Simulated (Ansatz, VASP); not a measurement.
SrO in VASP and in Ansatz

File INCAR:

```
ALGO = Normal ; EDIFF = 1E-7
ENCUT = 520 ; GGA = PE
ISIF = 2 ; ISMEAR = 0
LASPH = T ; LCHARG = F
LREAL = F ; LWAVE = F
NBANDS = 15 ; NELM = 60
PREC = Accurate ; SIGMA = 0.01
```

The input KPOINTS:

```
k-points
0
Gamma
  6 6 6
```

The input POSCAR:

```
SrO
1.0
    0.0000000000      2.5798923271      2.5798923271
    2.5798923271      0.0000000000      2.5798923271
    2.5798923271      2.5798923271      0.0000000000
Sr O
1 1
Direct
    0.0000000000      0.0000000000      0.0000000000
    0.5000000000      0.5000000000      0.5000000000
```

Input for Ansatz:

```yaml
crystal:
  lattice:
    - [0.0, 2.5798923271, 2.5798923271]
    - [2.5798923271, 0.0, 2.5798923271]
    - [2.5798923271, 2.5798923271, 0.0]
  atoms:
    - { symbol: Sr, position: [0.0, 0.0, 0.0] }
    - { symbol: O, position: [0.5, 0.5, 0.5] }
kpoints:
  mp_grid: { grid: [6, 6, 6] }
hamiltonian:
  xc: pbe
scf:
  occupations: { method: fixed }
  n_extra_bands: 4
output:
  forces: true
  stress: true
  eigenvalues: true
```

Alike in both runs: task single point; functional PBE; k mesh 6 × 6 × 6; no spin polarisation.

|  | VASP | Ansatz |
| --- | --- | --- |
| version | VASP 6.6.1 | Ansatz 0.2.0 |
| potentials or method | VASP PAW PBE potentials, release 64 (Sr_sv, O) | plane waves, PAW |
| plane-wave cutoff (eV) | 520 | 420 |
| occupations | gaussian, width 0.01 eV | fixed |
| valence electrons in the cell | 16 | 16 |

```csv
,VASP,Ansatz,Ansatz less VASP
gap on the k mesh at the Fermi level (eV),3.27,3.32,+0.047
pressure (GPa),2.4,1.8,-0.55
```
